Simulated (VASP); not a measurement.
A run of VASP 6.6.1:

INCAR

```
SYSTEM = BePd
  PREC = Accurate
  ENCUT = 520
  EDIFF = 1E-6
  ISMEAR = 0
  SIGMA = 0.15
  LREAL = .FALSE.
  LASPH = .TRUE.
  NELM = 60
  ALGO = Normal
  ISIF = 2
  LWAVE = .FALSE.
  LCHARG = .TRUE.
  GGA = PS
  LELF = .TRUE.
  LVHAR = .TRUE.
  NBANDS = 13
```

Contents of KPOINTS:

```
Automatic mesh
0
G
  16 16 16
  0 0 0
```

The input POSCAR:

```
BePd
1.0
    2.8973900000      0.0000000000      0.0000000000
    0.0000000000      2.8973900000      0.0000000000
    0.0000000000      0.0000000000      2.7286100000
Be Pd
1 1
Direct
    0.0000000000      0.0000000000      0.0000000000
    0.5000000000      0.5000000000      0.5000000000
```

Potentials or basis: VASP PAW PBE potentials, release 64 (Be, Pd).

Launch:

```bash
$ cat potpaw_PBE.64/Be/POTCAR potpaw_PBE.64/Pd/POTCAR > POTCAR
$ mpirun -np 1 vasp_std > vasp.out
```

Hardware: 1 thread of Intel(R) Xeon(R) 6975P-C (Granite Rapids) (shared host).

Estimate the wall time of this run.

It took 22 s on 1 thread of Intel(R) Xeon(R) 6975P-C (Granite Rapids), with other jobs on the host, peak memory 0.24 GiB. Counts: scf iterations 11, k points 405.
